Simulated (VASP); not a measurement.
Wanted: the native input for a VASP 6.6.1 run.

```yaml
Task: single point
Functional: PBE
Potentials_or_basis: VASP PAW PBE potentials, release 64 (Hf_pv, V_sv, S)
Cutoff: 520 eV
k_mesh: 4 × 4 × 4
Occupations: gaussian, width 0.1 eV
Spin: collinear spin, ferromagnetic start
Starting_moments: "[0.0, 2.0, 0.0, 0.0, 0.0] μB"
Dipole_correction: no
Further_INCAR_settings: ALGO = Normal; EDIFF = 1e-06; NBANDS = 32
```

The structure of HfVS3 lies in POSCAR:

```
HfVS3
1.0
    3.1650230300     -3.2058622400      0.0000000000
    3.1650230300      3.2058622400      0.0000000000
    0.0000000000      0.0000000000      4.4973959800
Hf V S
1 1 3
Direct
    0.0000000000      0.0000000000      0.5000000000
    0.5000000000      0.5000000000      0.0000000000
    0.5000000000      0.5000000000      0.5000000000
    0.5000000000      0.0000000000      0.0000000000
    0.0000000000      0.5000000000      0.0000000000
```

The cell was built from a structure type or drawn by symmetry, and may not be a known phase.

The input as run:

INCAR

```
SYSTEM = HfVS3
ALGO = Normal ; EDIFF = 1E-6
ENCUT = 520 ; GGA = PE
ISIF = 2 ; ISMEAR = 0
ISPIN = 2 ; LASPH = .TRUE.
LCHARG = .FALSE. ; LMAXMIX = 4
LORBIT = 11 ; LREAL = .FALSE.
LWAVE = .FALSE. ; MAGMOM = 0 2 0 0 0
NBANDS = 32 ; NELM = 150
PREC = Accurate ; SIGMA = 0.1
```

KPOINTS

```
k-points
0
G
  4 4 4
  0 0 0
```

Potentials or basis: VASP PAW PBE potentials, release 64 (Hf_pv, V_sv, S).

Command:

```console
$ cat potpaw_PBE.64/Hf_pv/POTCAR potpaw_PBE.64/V_sv/POTCAR potpaw_PBE.64/S/POTCAR > POTCAR
$ mpirun -np 1 vasp_std > vasp.out
```

Results of the run:

```json
{
  "Pressure": "2.1 GPa",
  "Net moment": "2.48 μB per cell",
  "Site moments": "Hf +0.67; V +1.39; S -0.04 μB",
  "Valence electrons inside the program's atomic spheres": "Hf 7.59; V 11.77; S 3.75"
}
```

Run time: 5.3 min on 1 thread of AMD EPYC 7R43 64-Core Processor (Zen 3), with other jobs on the host, peak memory 0.27 GiB.
